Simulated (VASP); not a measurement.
Here is a VASP 6.6.1 calculation.

INCAR

```
ALGO     = Normal         # electronic algorithm
EDIFF    = 1E-7           # SCF threshold, eV
ENCUT    = 520            # plane-wave cutoff, eV
GGA      = PS             # functional
ISIF     = 2              # what is computed and relaxed
ISMEAR   = -1             # smearing method
LASPH    = T              # aspherical terms in the spheres
LCHARG   = F              # write CHGCAR
LREAL    = F              # projectors in reciprocal space
LWAVE    = F              # write WAVECAR
NBANDS   = 18             # bands
NELM     = 60             # most SCF steps
PREC     = Accurate       # precision mode
SIGMA    = 0.03           # smearing width, eV
```

Contents of KPOINTS:

```
k-points
0
Gamma
  14 14 8
```

Contents of POSCAR:

```
Au
1.0
    2.8999984104      0.0000000000      0.0000000000
   -1.4499992052      2.5114722944      0.0000000000
    0.0000000000      0.0000000000      4.7824000000
Au
2
Direct
    0.3333333333      0.6666666667      0.7500000000
    0.6666666667      0.3333333333      0.2500000000
```

Potentials or basis: VASP PAW PBE potentials, release 64 (Au).

The run is started by

```console
$ cat potpaw_PBE.64/Au/POTCAR > POTCAR
$ mpirun -np 1 vasp_std > vasp.out
```

Q: What does it give for the pressure?

A: -3.9 GPa.

Q: Predict the band gap on the k mesh.

A: Zero (band 11 reaches 12.66 eV, above the bottom of band 12 at 6.31 eV).

Stress tensor (GPa, compression positive):
```
-4.24  0.00  0.00
 0.00 -4.24  0.00
 0.00  0.00 -3.09
```

Caveat: the cell differs from its parent crystal (zz strain of -2 %); the PAW data sets were made with another functional, which shifts forces and pressure a little; spin-orbit coupling is left out, which moves the levels of the heavy elements.
